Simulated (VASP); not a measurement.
# ReRh2 (I4/mmm) in VASP: notebook

ReRh2 is run at these levels: PBE; tasks: single point.

All numbers are computed with VASP 6.6.1; they aren't measurements. Logs are shortened: lines on timing, memory, paths and dates and some standing lists are left out, and cuts for length are marked.

**1. The cell of the first run**

It takes space group I4/mmm (No. 139, tetragonal). Conventional cell: a = 3.157 Å, b = 3.157 Å, c = 7.745 Å, α = 90.00°, β = 90.00°, γ = 90.00°. Re (site symmetry 4/mmm) has 10 Rh at 2.57 to 2.59 Å and 4 Re at 3.16 Å within 3.4 Å. Rh (site symmetry 4mm) has 9 Rh at 2.56 to 3.16 Å and 5 Re at 2.57 to 2.59 Å within 3.4 Å.

**2. Single point, PBE**

Input file INCAR:

```
PREC     = Accurate       # precision mode
ENCUT    = 520            # plane-wave cutoff, eV
EDIFF    = 1E-6           # SCF threshold, eV
ISMEAR   = 0              # smearing method
SIGMA    = 0.1            # smearing width, eV
LREAL    = F              # projectors in reciprocal space
LASPH    = T              # aspherical terms in the spheres
NELM     = 80             # most SCF steps
ALGO     = Normal         # electronic algorithm
ISIF     = 2              # what is computed and relaxed
LWAVE    = F              # write WAVECAR
LCHARG   = T              # write CHGCAR
GGA      = PE             # functional
LELF     = T              # ELF
LVHAR    = T            
NBANDS   = 26             # bands
```

Input file KPOINTS:

```
Automatic mesh
0
Gamma
  8 8 8
```

Input file POSCAR:

```
ReRh2
1.0
   -1.5786314946      1.5786314946      3.8725803851
    1.5786314946     -1.5786314946      3.8725803851
    1.5786314946      1.5786314946     -3.8725803851
Re Rh
1 2
Direct
    0.0000000000      0.0000000000      0.0000000000
    0.6650000000      0.6650000000      0.0000000000
    0.3350000000      0.3350000000      0.0000000000
```

Potentials or basis: VASP PAW PBE potentials, release 64 (Re, Rh_pv).

The run is started by

```sh
> cat potpaw_PBE.64/Re/POTCAR potpaw_PBE.64/Rh_pv/POTCAR > POTCAR
> mpirun -np 1 vasp_std > vasp.out
```

OUTCAR:

```text
PREC = Accurate
   ENCUT = 520
   EDIFF = 1E-6
   ISMEAR = 0
   LREAL = F
   LASPH = T
   NELM = 80
   ISIF = 2
   GGA = PE

 ion  position               nearest neighbor table
   1  0.000  0.000  0.000-   2 2.57   2 2.57   2 2.57   3 2.57   3 2.57   3 2.57   2 2.57   3 2.57
                             2 2.59   3 2.59
   2  0.665  0.665  0.000-   3 2.56   1 2.57   1 2.57   1 2.57   1 2.57   3 2.59   3 2.59   3 2.59
                             3 2.59   1 2.59
   3  0.335  0.335  0.000-   2 2.56   1 2.57   1 2.57   1 2.57   1 2.57   2 2.59   2 2.59   2 2.59
                             2 2.59   1 2.59

  LATTYP: Found a body centered tetragonal cell.
 ALAT       =     3.1572629892
 C/A-ratio  =     2.4531249999

  Lattice vectors:

 A1 = (  -1.5786314946,   1.5786314946,   3.8725803851)
 A2 = (   1.5786314946,  -1.5786314946,   3.8725803851)
 A3 = (   1.5786314946,   1.5786314946,  -3.8725803851)

Analysis of symmetry for initial positions (statically):
=====================================================================
 Subroutine PRICEL returns:
 Original cell was already a primitive cell.

 Routine SETGRP: Setting up the symmetry group for a
 body centered tetragonal supercell.

 Subroutine GETGRP returns: Found 16 space group operations
 (whereof 16 operations were pure point group operations)
 out of a pool of 16 trial point group operations.

The static configuration has the point symmetry D_4h.

Analysis of symmetry for dynamics (positions and initial velocities):
=====================================================================
 Subroutine PRICEL returns:
 Original cell was already a primitive cell.

 Routine SETGRP: Setting up the symmetry group for a
 body centered tetragonal supercell.

 Subroutine GETGRP returns: Found 16 space group operations
 (whereof 16 operations were pure point group operations)
 out of a pool of 16 trial point group operations.

The dynamic configuration has the point symmetry D_4h.

 Subroutine INISYM returns: Found 16 space group operations
 (whereof 16 operations are pure point group operations),
 and found     1 'primitive' translations

----------------------------------------------------------------------------------------

                                     Primitive cell

  volume of cell :      38.6031

  direct lattice vectors                    reciprocal lattice vectors
    -1.578631495  1.578631495  3.872580385     0.000000000  0.316730030  0.129112878
     1.578631495 -1.578631495  3.872580385     0.316730030  0.000000000  0.129112878
     1.578631495  1.578631495 -3.872580385     0.316730030  0.316730030  0.000000000

  length of vectors
     4.470014947  4.470014947  4.470014947     0.342035155  0.342035155  0.447923903

  position of ions in fractional coordinates (direct lattice)
     0.000000000  0.000000000  0.000000000
     0.665000000  0.665000000  0.000000000
     0.335000000  0.335000000  0.000000000

  ion indices of the primitive-cell ions
   primitive index   ion index
                 1           1
                 2           2
                 3           3

----------------------------------------------------------------------------------------

 KPOINTS: Automatic mesh

Automatic generation of k-mesh.
 Grid dimensions read from file:
 generate k-points for:    8    8    8

 Generating k-lattice:

  Cartesian coordinates                     Fractional coordinates (reciprocal lattice)
     0.000000000  0.039591254  0.016139110     0.125000000  0.000000000  0.000000000
     0.039591254  0.000000000  0.016139110     0.000000000  0.125000000  0.000000000
     0.039591254  0.039591254  0.000000000     0.000000000  0.000000000  0.125000000

  Length of vectors
     0.042754394  0.042754394  0.055990488

  Shift w.r.t. Gamma in fractional coordinates (k-lattice)
     0.000000000  0.000000000  0.000000000

 Subroutine IBZKPT returns following result:
 ===========================================

 Found     59 irreducible k-points:

 Following reciprocal coordinates:
            Coordinates               Weight
  0.000000  0.000000  0.000000      1.000000
  0.125000 -0.000000  0.000000      8.000000
  0.250000 -0.000000  0.000000      8.000000
  0.375000 -0.000000  0.000000      8.000000
  0.500000 -0.000000  0.000000      4.000000
  0.125000  0.125000  0.000000      8.000000
[... 16 lines left out ...]
  0.250000  0.125000  0.125000     16.000000
  0.375000  0.125000  0.125000      8.000000
 [... further k-points ...]
   k-points           NKPTS =     59   k-points in BZ     NKDIM =     59   number of bands    NBANDS=     26
   number of dos      NEDOS =    301   number of ions     NIONS =      3
   total plane-waves  NPLWV =  46656
   dimension x,y,z NGX =    36 NGY =   36 NGZ =   36
   dimension x,y,z NGXF=    72 NGYF=   72 NGZF=   72
   ions per type =               1   2
   NGX,Y,Z   is equivalent  to a cutoff of  13.39, 13.39, 13.39 a.u.
   NGXF,Y,Z  is equivalent  to a cutoff of  26.78, 26.78, 26.78 a.u.
 SYSTEM =  unknown system
   PREC   = accura    normal or accurate (medium, high low for compatibility)
   ISTART =      0    job   : 0-new  1-cont  2-samecut
   ICHARG =      2    charge: 1-file 2-atom 10-const
   ISPIN  =      1    spin polarized calculation?
   LNONCOLLINEAR =      F non collinear calculations
   LSORBIT =      F    spin-orbit coupling
   LASPH  =      T    aspherical Exc in radial PAW
   ENCUT  =  520.0 eV  38.22 Ry    6.18 a.u.   8.31  8.31  8.31*2*pi/ulx,y,z
   NELM   =     80;   NELMIN=  2; NELMDL= -5     # of ELM steps
   EDIFF  = 0.1E-05   stopping-criterion for ELM
   LREAL  =      F    real-space projection
   EDIFFG = 0.1E-04   stopping-criterion for IOM
   NSW    =      0    number of steps for IOM
   IBRION =     -1    ionic relax: 0-MD 1-quasi-New 2-CG
   NFREE  =      0    steps in history (QN), initial steepest desc. (CG)
   ISIF   =      2    stress and relaxation
   ISYM   =      2    0-nonsym 1-usesym 2-fastsym
   POTIM  = 0.5000    time-step for ionic-motion
   TEBEG  =    0.0;   TEEND  =   0.0 temperature during run
   PSTRESS=    0.0 pullay stress
   NELECT =      37.0000    total number of electrons
   NUPDOWN=      -1.0000    fix difference up-down
   EMIN   =  10.00;   EMAX   =-10.00  energy-range for DOS
   EFERMI =   0.00;   METHOD = LEGACY
   ISMEAR =     0;   SIGMA  =   0.10  broadening in eV -4-tet -1-fermi 0-gaus
   EFERMI_NEDOS =   21; number of points for ismear=-14 and -15
   IALGO  =     38    algorithm
   IMIX   =      4    mixing-type and parameters
     AMIX     =   0.40;   BMIX     =  1.00
     AMIX_MAG =   1.60;   BMIX_MAG =  1.00
  volume/ion in A,a.u.               =      12.87        86.84
  Fermi-wavevector in a.u.,A,eV,Ry     =   1.614116  3.050237 35.448219  2.605371
  Thomas-Fermi vector in A             =   2.709077
   LORBIT       =      0    0 simple, 1 ext, 2 COOP (PROOUT), +10 PAW based schemes
   GGA     = PE    functional components
   LHFCALC =     F    Hartree Fock is set to
   AEXX    =    0.0000 exact exchange contribution
   IVDW    =     0    specifies the selected vdW correction
   LEPSILON=     F    determine dielectric tensor
   LRPA    =     F    only Hartree local field effects (RPA)
 non-spin polarized calculation
 Gauss-broadening in eV      SIGMA  =   0.10
  energy-cutoff  :      520.00
  volume of cell :       38.60
 maximum number of plane-waves:      1056
 NGX is ok and might be reduce to    36
   NGX = 17   NGY = 17   NGZ = 17

 number of electron      37.0000002 magnetization

 Free energy of the ion-electron system (eV)
  ---------------------------------------------------
  ext. energy  EPLUGINS =         0.00000000
  ---------------------------------------------------
  free energy    TOTEN  =       -25.64495618 eV

  energy without entropy =      -25.63236081  energy(sigma->0) =      -25.63865849

 E-fermi :  12.1714     XC(G=0): -14.4680

 val. band max:       12.1399093175   @ k =  -0.3750   0.3750   0.3750
 cond. band min:      12.1753225799   @ k =  -0.3750   0.2500  -0.0000
 fundamental gap:      0.0354132624
 Fermi energy:        12.1714406889

 k-point     1 :       0.0000    0.0000    0.0000
  band No.  band energies     occupation
      1     -34.8827      2.00000
      2     -34.6104      2.00000
      3     -34.6104      2.00000
      4     -34.3357      2.00000
      5     -34.2933      2.00000
      6     -34.2933      2.00000
[... 18 lines left out ...]
     25      26.8430      0.00000
     26      26.8501      0.00000

 k-point     2 :       0.1250   -0.0000    0.0000
  band No.  band energies     occupation
      1     -34.8767      2.00000
      2     -34.6253      2.00000
      3     -34.5975      2.00000
      4     -34.3338      2.00000
      5     -34.3061      2.00000
      6     -34.3057      2.00000
[... 18 lines left out ...]
     25      24.1980      0.00000
     26      26.0781      0.00000

 k-point     3 :       0.2500   -0.0000    0.0000
  band No.  band energies     occupation
      1     -34.8656      2.00000
      2     -34.6577      2.00000
      3     -34.5619      2.00000
      4     -34.3608      2.00000
      5     -34.3402      2.00000
      6     -34.3054      2.00000
[... 18 lines left out ...]
     25      23.6285      0.00000
     26      24.8925      0.00000

 k-point     4 :       0.3750   -0.0000    0.0000
  band No.  band energies     occupation
      1     -34.8598      2.00000
      2     -34.6873      2.00000
      3     -34.5117      2.00000
      4     -34.3922      2.00000
      5     -34.3892      2.00000
      6     -34.2971      2.00000
[... 18 lines left out ...]
     25      24.0491      0.00000
     26      26.7495      0.00000
[... 496 lines left out ...]
      1     -34.8618      2.00000
      2     -34.6780      2.00000
      3     -34.5742      2.00000
      4     -34.4581      2.00000
      5     -34.2920      2.00000
      6     -34.2889      2.00000
[... 18 lines left out ...]
     25      21.8350      0.00000
     26      23.5415      0.00000

 k-point    23 :       0.2500    0.1250    0.1250
  band No.  band energies     occupation
      1     -34.8444      2.00000
      2     -34.7048      2.00000
      3     -34.5973      2.00000
      4     -34.4638      2.00000
      5     -34.3057      2.00000
      6     -34.2812      2.00000
[... 18 lines left out ...]
     25      22.4358      0.00000
     26      23.5569      0.00000

 k-point    24 :       0.3750    0.1250    0.1250
  band No.  band energies     occupation
      1     -34.8357      2.00000
      2     -34.7162      2.00000
      3     -34.6119      2.00000
      4     -34.4544      2.00000
      5     -34.3183      2.00000
      6     -34.2790      2.00000
[... 18 lines left out ...]
     25      23.0909      0.00000
     26      23.9297      0.00000

 [... further k-points ...]

------------------------ aborting loop because EDIFF is reached ----------------------------------------

  FORCE on cell =-STRESS in cart. coord.  units (eV):
  Direction    XX          YY          ZZ          XY          YZ          ZX
  --------------------------------------------------------------------------------------
  -------------------------------------------------------------------------------------
  Total       10.2268471     10.2268471     15.3542609      0.0000000      0.0000000      0.0000000
  in kB      424.4537608    424.4537608    637.2612911      0.0000000      0.0000000      0.0000000
  external PRESSURE =     495.3896042 kB  Pullay stress =       0.0000000 kB

 VOLUME and BASIS-vectors are now :
 -----------------------------------------------------------------------------
  energy-cutoff  :      520.00
  volume of cell :       38.60
      direct lattice vectors                 reciprocal lattice vectors
    -1.578631495  1.578631495  3.872580385     0.000000000  0.316730030  0.129112878
     1.578631495 -1.578631495  3.872580385     0.316730030  0.000000000  0.129112878
     1.578631495  1.578631495 -3.872580385     0.316730030  0.316730030  0.000000000

 POSITION                                       TOTAL-FORCE (eV/Angst)
 -----------------------------------------------------------------------------------
      0.00000      0.00000      0.00000        -0.000000     -0.000000     -0.000000
      0.00000      0.00000      5.15053        -0.000000     -0.000000      0.195478
      0.00000      0.00000      2.59463         0.000000      0.000000     -0.195478
 -----------------------------------------------------------------------------------
    total drift:                               -0.000000     -0.000000      0.000000

  FREE ENERGIE OF THE ION-ELECTRON SYSTEM (eV)
  ---------------------------------------------------
  free  energy   TOTEN  =       -25.6449561808 eV

  energy  without entropy=      -25.6323608074  energy(sigma->0) =      -25.63865849
```

Wall time 1.9 min (1 thread of AMD EPYC 7R13 (Zen 3), shared host); peak memory 0.2 GiB.

Results:

```yaml
Free_energy: -25.6450 eV
Pressure: 49.5 GPa
Largest_force: 0.195 eV/Å
```

Forces on the atoms (eV/Å):
```
Re   0.000  0.000  0.000
Rh   0.000  0.000  0.195
Rh   0.000  0.000 -0.195
```

Stress tensor (GPa, compression positive):
```
42.45  0.00  0.00
 0.00 42.45  0.00
 0.00  0.00 63.73
```

Caveat: spin-orbit coupling is left out, which moves the levels of the heavy elements.

**3. Single point, PBE**

This run uses another cell than the first one, of 14.56 Å³/atom, 1.132 times its volume.

Input file INCAR:

```
  ALGO = Normal
  EDIFF = 1E-6
  ENCUT = 520
  GGA = PE
  ISIF = 2
  ISMEAR = 0
  LASPH = True
  LCHARG = False
  LREAL = False
  LWAVE = False
  NBANDS = 26
  NELM = 60
  PREC = Accurate
  SIGMA = 0.1
```

Input file KPOINTS:

```
k-points
0
Gamma
  8 8 8
```

Input file POSCAR:

```
ReRh2
1.0
   -1.6260468504      1.6260468504      4.1312702629
    1.6260468504     -1.6260468504      4.1312702629
    1.6260468504      1.6260468504     -4.1312702629
Re Rh
1 2
Direct
    0.0000000000      0.0000000000      0.0000000000
    0.6626199419      0.6626199419      0.0000000000
    0.3373800581      0.3373800581      0.0000000000
```

Potentials or basis: VASP PAW PBE potentials, release 64 (Re, Rh_pv).

The run is started by

```sh
> cat potpaw_PBE.64/Re/POTCAR potpaw_PBE.64/Rh_pv/POTCAR > POTCAR
> mpirun -np 1 vasp_std > vasp.out
```

OUTCAR:

```text
EDIFF = 1E-6
   ENCUT = 520
   GGA = PE
   ISIF = 2
   ISMEAR = 0
   LASPH = True
   LREAL = False
   NELM = 60
   PREC = Accurate

 ion  position               nearest neighbor table
   1  0.000  0.000  0.000-   2 2.66   2 2.66   2 2.66   3 2.66   2 2.66   3 2.66   3 2.66   3 2.66
                             2 2.79   3 2.79
   2  0.663  0.663  0.000-   1 2.66   1 2.66   1 2.66   1 2.66   3 2.69   3 2.72   3 2.72   3 2.72
[... 896 lines left out ...]

  FORCE on cell =-STRESS in cart. coord.  units (eV):
  Direction    XX          YY          ZZ          XY          YZ          ZX
  --------------------------------------------------------------------------------------
  -------------------------------------------------------------------------------------
  Total       -0.0318018     -0.0318018      0.0308740      0.0000000      0.0000000      0.0000000
  in kB       -1.1661458     -1.1661458      1.1321244      0.0000000      0.0000000      0.0000000
  external PRESSURE =      -0.4000557 kB  Pullay stress =       0.0000000 kB

 VOLUME and BASIS-vectors are now :
 -----------------------------------------------------------------------------
  energy-cutoff  :      520.00
  volume of cell :       43.69
      direct lattice vectors                 reciprocal lattice vectors
    -1.626046850  1.626046850  4.131270263     0.000000000  0.307494215  0.121028151
     1.626046850 -1.626046850  4.131270263     0.307494215  0.000000000  0.121028151
     1.626046850  1.626046850 -4.131270263     0.307494215  0.307494215  0.000000000

 POSITION                                       TOTAL-FORCE (eV/Angst)
 -----------------------------------------------------------------------------------
      0.00000      0.00000      0.00000        -0.000000     -0.000000     -0.000000
      0.00000      0.00000      5.47492        -0.000000     -0.000000      0.014388
      0.00000      0.00000      2.78762         0.000000      0.000000     -0.014388
 -----------------------------------------------------------------------------------
    total drift:                               -0.000000     -0.000000      0.000000

  FREE ENERGIE OF THE ION-ELECTRON SYSTEM (eV)
  ---------------------------------------------------
  free  energy   TOTEN  =       -26.3878753157 eV

  energy  without entropy=      -26.3729920712  energy(sigma->0) =      -26.38043369
```

OSZICAR:

```text
N       E                     dE             d eps       ncg     rms          rms(c)
DAV:   1     0.349949697676E+03    0.34995E+03   -0.22342E+04  4752   0.170E+03
DAV:   2    -0.191608614198E+02   -0.36911E+03   -0.35732E+03  4708   0.621E+02
DAV:   3    -0.283044535927E+02   -0.91436E+01   -0.89717E+01  4824   0.119E+02
DAV:   4    -0.283735617695E+02   -0.69108E-01   -0.68893E-01  4564   0.725E+00
DAV:   5    -0.283748768601E+02   -0.13151E-02   -0.13147E-02  4216   0.931E-01    0.292E+01
DAV:   6    -0.271370790882E+02    0.12378E+01   -0.66398E+00  5382   0.446E+01    0.963E+00
DAV:   7    -0.275441275626E+02   -0.40705E+00   -0.96854E+00  5240   0.500E+01    0.111E+01
DAV:   8    -0.264052088382E+02    0.11389E+01   -0.21721E+00  5316   0.256E+01    0.164E+00
DAV:   9    -0.263925273715E+02    0.12681E-01   -0.12548E-01  5360   0.497E+00    0.763E-01
DAV:  10    -0.263878560527E+02    0.46713E-02   -0.14442E-02  4992   0.190E+00    0.121E-01
DAV:  11    -0.263879012534E+02   -0.45201E-04   -0.72139E-04  4706   0.273E-01    0.455E-02
DAV:  12    -0.263878757334E+02    0.25520E-04   -0.12785E-04  4784   0.138E-01    0.134E-02
DAV:  13    -0.263878753157E+02    0.41775E-06   -0.52760E-06  3392   0.366E-02
   1 F= -.26387875E+02 E0= -.26380434E+02  d E =-.148832E-01
```

Run time: 1.9 min. Hardware: 1 thread of AMD EPYC 7R13 (Zen 3), shared host; peak memory 0.21 GiB.

What came out:

```
Free energy   : -26.3879 eV
Pressure      : 0.0 GPa
Largest force : 0.014 eV/Å
```

Forces in eV/Å, atoms in the order of the input:
```
Re   0.000  0.000  0.000
Rh   0.000  0.000  0.014
Rh   0.000  0.000 -0.014
```

Stress tensor (GPa, compression positive):
```
-0.12  0.00  0.00
 0.00 -0.12  0.00
 0.00  0.00  0.11
```

Caveat: spin-orbit coupling is left out, which moves the levels of the heavy elements.
